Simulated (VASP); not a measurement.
# AlCu (P4mm) in VASP: single point with r2SCAN

Aim: the single point of AlCu with r2SCAN.

Program: VASP 6.6.1. These are calculated values, not measurements. Logs are shortened: lines on timing, memory, paths and dates and some standing lists are left out, and cuts for length are marked.

**1. The cell of the first run**

It takes space group P4mm (No. 99, tetragonal). The conventional cell has a = 2.998 Å, b = 2.998 Å, c = 2.998 Å, α = 90.00°, β = 90.00°, γ = 90.00°. Within 3.4 Å of Al (site symmetry 4mm) lie 8 Cu at 2.56 to 2.63 Å and 6 Al at 3.00 Å. Cu (site symmetry 4mm) has 8 Al at 2.56 to 2.63 Å and 6 Cu at 3.00 Å within 3.4 Å.

**2. Single point, r2SCAN**

Input file POSCAR:

```
AlCu
1.0
    2.9975090000      0.0000000000      0.0000000000
    0.0000000000      2.9975090000      0.0000000000
    0.0000000000      0.0000000000      2.9975090000
Al Cu
1 1
Direct
   -0.0208506463      0.0000000000      0.0000000000
    0.5000000000      0.5000000000      0.5000000000
```

Input file INCAR.step1:

```
SYSTEM = AlCu
PREC = Accurate
ENCUT = 520
ISMEAR = 0
SIGMA = 0.15
LREAL = .False.
LASPH = .True.
NELM = 80
NBANDS = 14
GGA = PE
ALGO = Normal
EDIFF = 1E-4
LWAVE = .True.
LCHARG = .False.
```

Input file INCAR.step2:

```
SYSTEM = AlCu
PREC = Accurate
ENCUT = 520
EDIFF = 1E-7
ISMEAR = 0
SIGMA = 0.15
LREAL = .False.
LASPH = .True.
NELM = 80
ALGO = Normal
ISIF = 2
LWAVE = .False.
LCHARG = .True.
METAGGA = R2SCAN
LMIXTAU = .True.
LELF = .True.
LVHAR = .True.
NBANDS = 14
ISTART = 1
```

Input file KPOINTS:

```
Automatic mesh
0
Gamma
  16 16 16
  0 0 0
```

Potentials or basis: VASP PAW PBE potentials, release 64 (Al, Cu).

Started as:

```sh
> cat potpaw_PBE.64/Al/POTCAR potpaw_PBE.64/Cu/POTCAR > POTCAR
> cp INCAR.step1 INCAR
> mpirun -np 1 vasp_std > vasp.out
> cp INCAR.step2 INCAR
> mpirun -np 1 vasp_std > vasp.out
```

OUTCAR:

```text
SYSTEM = AlCu
   PREC = Accurate
   ENCUT = 520
   EDIFF = 1E-7
   ISMEAR = 0
   LREAL = .False.
   LASPH = .True.
   NELM = 80
   ISIF = 2
   METAGGA = R2SCAN
   ISTART = 1

 ion  position               nearest neighbor table
   1  0.979  0.000  0.000-   2 2.56   2 2.56   2 2.56   2 2.56   2 2.63   2 2.63   2 2.63   2 2.63

   2  0.500  0.500  0.500-   1 2.56   1 2.56   1 2.56   1 2.56   1 2.63   1 2.63   1 2.63   1 2.63

  LATTYP: Found a simple cubic cell.
 ALAT       =     2.9975090000

  Lattice vectors:

 A1 = (   2.9975090000,   0.0000000000,   0.0000000000)
 A2 = (   0.0000000000,   2.9975090000,   0.0000000000)
 A3 = (   0.0000000000,   0.0000000000,   2.9975090000)

Analysis of symmetry for initial positions (statically):
=====================================================================
 Subroutine PRICEL returns:
 Original cell was already a primitive cell.

 Routine SETGRP: Setting up the symmetry group for a
 simple cubic supercell.

 Subroutine GETGRP returns: Found  8 space group operations
 (whereof  8 operations were pure point group operations)
 out of a pool of 48 trial point group operations.

The static configuration has the point symmetry C_4v.

Analysis of symmetry for dynamics (positions and initial velocities):
=====================================================================
 Subroutine PRICEL returns:
 Original cell was already a primitive cell.

 Routine SETGRP: Setting up the symmetry group for a
 simple cubic supercell.

 Subroutine GETGRP returns: Found  8 space group operations
 (whereof  8 operations were pure point group operations)
 out of a pool of 48 trial point group operations.

The dynamic configuration has the point symmetry C_4v.

 Subroutine INISYM returns: Found  8 space group operations
 (whereof  8 operations are pure point group operations),
 and found     1 'primitive' translations

----------------------------------------------------------------------------------------

                                     Primitive cell

  volume of cell :      26.9328

  direct lattice vectors                    reciprocal lattice vectors
     2.997509000  0.000000000  0.000000000     0.333610341  0.000000000  0.000000000
     0.000000000  2.997509000  0.000000000     0.000000000  0.333610341  0.000000000
     0.000000000  0.000000000  2.997509000     0.000000000  0.000000000  0.333610341

  length of vectors
     2.997509000  2.997509000  2.997509000     0.333610341  0.333610341  0.333610341

  position of ions in fractional coordinates (direct lattice)
     0.979149354  0.000000000  0.000000000
     0.500000000  0.500000000  0.500000000

[... 90 lines left out ...]
   EFERMI =   0.00;   METHOD = LEGACY
   ISMEAR =     0;   SIGMA  =   0.15  broadening in eV -4-tet -1-fermi 0-gaus
   EFERMI_NEDOS =   21; number of points for ismear=-14 and -15
   IALGO  =     38    algorithm
   IMIX   =      4    mixing-type and parameters
     AMIX     =   0.40;   BMIX     =  1.00
     AMIX_MAG =   1.60;   BMIX_MAG =  1.00
  volume/ion in A,a.u.               =      13.47        90.88
  Fermi-wavevector in a.u.,A,eV,Ry     =   1.316306  2.487459 23.574307  1.732663
  Thomas-Fermi vector in A             =   2.446428
   LORBIT       =      0    0 simple, 1 ext, 2 COOP (PROOUT), +10 PAW based schemes
   METAGGA = R2SCAN    functional components
   LHFCALC =     F    Hartree Fock is set to
   AEXX    =    0.0000 exact exchange contribution
   IVDW    =     0    specifies the selected vdW correction
   LEPSILON=     F    determine dielectric tensor
   LRPA    =     F    only Hartree local field effects (RPA)
 non-spin polarized calculation
 Gauss-broadening in eV      SIGMA  =   0.15
  energy-cutoff  :      520.00
  volume of cell :       26.93
 maximum number of plane-waves:       743
 NGX is ok and might be reduce to    24
   NGX = 11   NGY = 11   NGZ = 11

 number of electron      14.0000020 magnetization

 Free energy of the ion-electron system (eV)
  ---------------------------------------------------
  ext. energy  EPLUGINS =         0.00000000
  ---------------------------------------------------
  free energy    TOTEN  =       -17.88121097 eV

  energy without entropy =      -17.87489480  energy(sigma->0) =      -17.87805288

 E-fermi :   9.0639     XC(G=0): -12.4248

 val. band max:        9.0470052357   @ k =   0.2500   0.4375   0.4375
 cond. band min:       9.0750622625   @ k =   0.1875   0.3750   0.3750
 fundamental gap:      0.0280570268
 Fermi energy:         9.0638821733

 k-point     1 :       0.0000    0.0000    0.0000
  band No.  band energies     occupation
      1      -3.0998      2.00000
      2       3.8979      2.00000
      3       3.9006      2.00000
      4       4.9887      2.00000
      5       4.9912      2.00000
      6       4.9912      2.00000
      7      13.1213      0.00000
      8      13.1213      0.00000
      9      13.1274      0.00000
     10      15.4841      0.00000
     11      15.4843      0.00000
     12      20.0955      0.00000
     13      28.3578      0.00000
     14      28.3666      0.00000
[... 377 lines left out ...]
      1      -2.4072      2.00000
      2       3.8879      2.00000
      3       3.9906      2.00000
      4       4.8143      2.00000
      5       4.8442      2.00000
      6       4.9905      2.00000
      7       9.2521      0.07603
      8      12.9253      0.00000
      9      13.9520      0.00000
     10      16.3025      0.00000
     11      18.6500      0.00000
     12      22.9140      0.00000
     13      23.4439      0.00000
     14      24.4520      0.00000

 [... further k-points ...]

------------------------ aborting loop because EDIFF is reached ----------------------------------------

  FORCE on cell =-STRESS in cart. coord.  units (eV):
  Direction    XX          YY          ZZ          XY          YZ          ZX
  --------------------------------------------------------------------------------------
  -------------------------------------------------------------------------------------
  Total       -0.8022023     -0.7803761     -0.7803761      0.0000000      0.0000000      0.0000000
  in kB      -47.7213823    -46.4229826    -46.4229826      0.0000000      0.0000000      0.0000000
  external PRESSURE =     -46.8557825 kB  Pullay stress =       0.0000000 kB

 VOLUME and BASIS-vectors are now :
 -----------------------------------------------------------------------------
  energy-cutoff  :      520.00
  volume of cell :       26.93
      direct lattice vectors                 reciprocal lattice vectors
     2.997509000  0.000000000  0.000000000     0.333610341  0.000000000  0.000000000
     0.000000000  2.997509000  0.000000000     0.000000000  0.333610341  0.000000000
     0.000000000  0.000000000  2.997509000     0.000000000  0.000000000  0.333610341

 POSITION                                       TOTAL-FORCE (eV/Angst)
 -----------------------------------------------------------------------------------
      2.93501      0.00000      0.00000         0.249217     -0.000000      0.000000
      1.49875      1.49875      1.49875        -0.249217      0.000000     -0.000000
 -----------------------------------------------------------------------------------
    total drift:                                0.000775      0.000000      0.000000

  FREE ENERGIE OF THE ION-ELECTRON SYSTEM (eV)
  ---------------------------------------------------
  free  energy   TOTEN  =       -17.8812109675 eV

  energy  without entropy=      -17.8748947985  energy(sigma->0) =      -17.87805288
```

OUTCAR.step1:

```text
SYSTEM = AlCu
   PREC = Accurate
   ENCUT = 520
   ISMEAR = 0
   LREAL = .False.
   LASPH = .True.
[... 631 lines left out ...]
      2.93501      0.00000      0.00000         0.243193      0.000000     -0.000000
      1.49875      1.49875      1.49875        -0.243193     -0.000000      0.000000
 -----------------------------------------------------------------------------------
    total drift:                               -0.000163      0.000000      0.000000

  FREE ENERGIE OF THE ION-ELECTRON SYSTEM (eV)
  ---------------------------------------------------
  free  energy   TOTEN  =        -7.7560583322 eV

  energy  without entropy=       -7.7491939290  energy(sigma->0) =       -7.75262613
```

OSZICAR.step1:

```text
N       E                     dE             d eps       ncg     rms          rms(c)
DAV:   1     0.525341171810E+02    0.52534E+02   -0.59777E+03 11760   0.125E+03
DAV:   2    -0.747200856659E+01   -0.60006E+02   -0.53809E+02 12048   0.205E+02
DAV:   3    -0.957487976784E+01   -0.21029E+01   -0.20467E+01 14856   0.434E+01
DAV:   4    -0.961225911624E+01   -0.37379E-01   -0.37363E-01 13622   0.482E+00
DAV:   5    -0.961363181129E+01   -0.13727E-02   -0.13727E-02 17190   0.997E-01    0.121E+01
DAV:   6    -0.103020976445E+02   -0.68847E+00   -0.41274E+01 13422   0.155E+02    0.968E+00
DAV:   7    -0.781184209300E+01    0.24903E+01   -0.79355E+00 13968   0.723E+01    0.128E+00
DAV:   8    -0.777742667198E+01    0.34415E-01   -0.56856E-01 15490   0.171E+01    0.118E+00
DAV:   9    -0.775594601007E+01    0.21481E-01   -0.86291E-02 14828   0.673E+00    0.522E-02
DAV:  10    -0.775617012706E+01   -0.22412E-03   -0.15913E-03 17142   0.542E-01    0.748E-02
DAV:  11    -0.775605772943E+01    0.11240E-03   -0.44787E-04  9480   0.522E-01    0.730E-03
DAV:  12    -0.775605833223E+01   -0.60280E-06   -0.14692E-05  6282   0.331E-02
   1 F= -.77560583E+01 E0= -.77526261E+01  d E =-.686440E-02
```

Wall time 7.1 min (1 thread of Intel Xeon 8259CL, shared host); peak memory 0.28 GiB.

What came out:

| Property | Result |
| --- | --- |
| Free energy | -17.8812 eV |
| Pressure | -4.7 GPa |
| Largest force | 0.249 eV/Å |
| Band gap on the k mesh | zero (bands 7 and 8 overlap by 4.95 eV) |

Forces in eV/Å, atoms in the order of the input:
```
Al   0.249  0.000  0.000
Cu  -0.249  0.000  0.000
```

Stress tensor (GPa, compression positive):
```
-4.77  0.00  0.00
 0.00 -4.64  0.00
 0.00  0.00 -4.64
```

Levels at points of the mesh, in eV from the Fermi level:
| k point | band 3 | band 4 | band 5 | band 6 | band 7 | band 8 | band 9 | band 10 | band 11 | band 12 |
| --- | --- | --- | --- | --- | --- | --- | --- | --- | --- | --- |
| (0.00, 0.00, 0.00) | -5.16 | -4.08 | -4.07 | -4.07 | 4.06 | 4.06 | 4.06 | 6.42 | 6.42 | 11.03 |
| (0.50, 0.00, 0.00) | -4.88 | -4.52 | -4.52 | -4.02 | -3.35 | 7.44 | 8.41 | 8.41 | 9.07 | 9.07 |
| (0.00, 0.50, 0.00) | -4.88 | -4.53 | -4.52 | -4.02 | -3.36 | 7.44 | 8.45 | 8.47 | 9.02 | 9.04 |
| (0.50, 0.50, 0.00) | -4.42 | -4.41 | -4.05 | -4.04 | -3.73 | -0.88 | -0.09 | 10.91 | 13.33 | 13.38 |
| (0.00, 0.50, 0.50) | -4.43 | -4.43 | -4.03 | -4.03 | -3.73 | -0.89 | -0.09 | 10.91 | 13.27 | 13.27 |
| (0.50, 0.50, 0.50) | -5.72 | -3.71 | -3.71 | 0.66 | 0.66 | 0.68 | 2.12 | 2.21 | 2.21 | 2.43 |

Caveat: the cell differs from its parent crystal (all Al atoms moved +0.062 Å, as atom 1 towards its neighbour atom 1 (Al) at 2.998 Å); the cell stands under tension; the PAW data sets were made with another functional, which shifts forces and pressure a little.
